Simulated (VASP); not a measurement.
Input of a VASP 6.6.1 run:

The input INCAR:

```
SYSTEM = Hf2H3
PREC     = Accurate       ! precision mode
ENCUT    = 600            ! plane-wave cutoff, eV
EDIFF    = 1E-6           ! SCF threshold, eV
ISMEAR   = 0              ! smearing method
SIGMA    = 0.1            ! smearing width, eV
LREAL    = .FALSE.        ! projectors in reciprocal space
LASPH    = .TRUE.         ! aspherical terms in the spheres
NELM     = 80             ! most SCF steps
ALGO     = Normal         ! electronic algorithm
ISIF     = 3              ! what is computed and relaxed
LWAVE    = .FALSE.        ! write WAVECAR
LCHARG   = .FALSE.        ! write CHGCAR
GGA      = PE             ! functional
IBRION   = 2              ! ionic algorithm
NSW      = 90             ! ionic steps
EDIFFG   = -0.04          ! ionic threshold
```

Contents of KPOINTS:

```
regular mesh
0
G
  6 4 4
  0 0 0
```

Contents of POSCAR:

```
Hf2H3
1.0
    3.5753139700      0.0000000000      0.0000000000
    0.0000000000      4.3983106000      0.0000000000
    0.0000000000      0.0000000000      5.3022579700
Hf H
2 3
Direct
    0.5000000000      0.5000000000      0.5000000000
    0.5000000000      0.0000000000      0.5000000000
    0.0000000000      0.0000000000      0.5000000000
    0.5000000000      0.0000000000      0.0000000000
    0.0000000000      0.0000000000      0.0000000000
```

Potentials or basis: VASP PAW PBE potentials, release 64 (Hf_pv, H).

Command:

```console
$ cat potpaw_PBE.64/Hf_pv/POTCAR potpaw_PBE.64/H/POTCAR > POTCAR
$ mpirun -np 1 vasp_std > vasp.out
```

(1) What does it give for the space group after relaxing (to 0.1 Å)?

(2) What does it give for the relaxed cell?

(3) Predict the band gap on the k mesh.

## Answers

(1) P4/mmm (No. 123).

(2) a = 3.570 Å, b = 5.731 Å, c = 3.525 Å, α = 90.00°, β = 90.00°, γ = 90.00°.

(3) zero (an odd number of electrons rules out a gap without spin polarisation).

Caveat: a cell axis changed by over 15 % at a fixed basis, so the end point is rough; spin-orbit coupling is left out, which moves the levels of the heavy elements.
